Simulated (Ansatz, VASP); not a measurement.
# NaAg in VASP and in Ansatz

```xyz
2
Lattice="0.0000 2.5592 2.5592 2.5592 0.0000 2.5592 2.5592 2.5592 0.0000" Properties=species:S:1:pos:R:3 pbc="T T T"
Na    0.0000    0.0000    0.0000
Ag    2.5592    2.5592    2.5592
```

Change from the starting cell: volume scaled by 0.7, LAPW.

Alike in both runs: task single point; functional LDA; k mesh 12 × 12 × 12; occupations fermi-dirac, width 0.05 eV; no spin polarisation.

|  | VASP | Ansatz |
| --- | --- | --- |
| version | VASP 6.6.1 | Ansatz 0.2.0 |
| potentials or method | VASP PAW LDA potentials, release 64 (Na_pv, Ag), cutoff 520 eV | all-electron LAPW, scalar-relativistic |

```tsv
	VASP	Ansatz	Ansatz less VASP
pressure (GPa)	17.2	17.2	-0.01
```

LDA's correlation is that of Perdew and Zunger in VASP and of Perdew and Wang (1992) in Ansatz. Ansatz ran all-electron here, and VASP with PAW potentials.
